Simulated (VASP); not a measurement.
Here is a VASP 6.6.1 calculation.

Contents of INCAR:

```
SYSTEM = Co
ALGO = Fast ; EDIFF = 1E-6
ENCUT = 520 ; GGA = PS
ISIF = 2 ; ISMEAR = -1
ISPIN = 2 ; LASPH = .TRUE.
LCHARG = .FALSE. ; LMAXMIX = 4
LORBIT = 11 ; LREAL = .FALSE.
LWAVE = .FALSE. ; MAGMOM = 2 2
NBANDS = 20 ; NELM = 150
PREC = Accurate ; SIGMA = 0.05
```

Contents of KPOINTS:

```
k-points
0
G
  12 12 7
  0 0 0
```

Contents of POSCAR:

```
Co
1.0
    2.5045299482      0.0000000000      0.0000000000
   -1.2522649741      2.1689865596      0.0000000000
    0.0000000000      0.0000000000      4.0740599388
Co
2
Direct
    0.6666666667      0.3333333333      0.7500000000
    0.3333333333      0.6666666667      0.2500000000
```

Potentials or basis: VASP PAW PBE potentials, release 64 (Co).

The run is started by

```console
$ cat potpaw_PBE.64/Co/POTCAR > POTCAR
$ mpirun -np 1 vasp_std > vasp.out
```

Question: What does it give for the net moment?

Answer: 3.27 μB per cell.

Question: Estimate the pressure.

Answer: -13.8 GPa.

Stress tensor (GPa, compression positive):
```
-12.97   0.00   0.00
  0.00 -12.97   0.00
  0.00   0.00 -15.56
```

Caveat: the PAW data sets were made with another functional, which shifts forces and pressure a little.
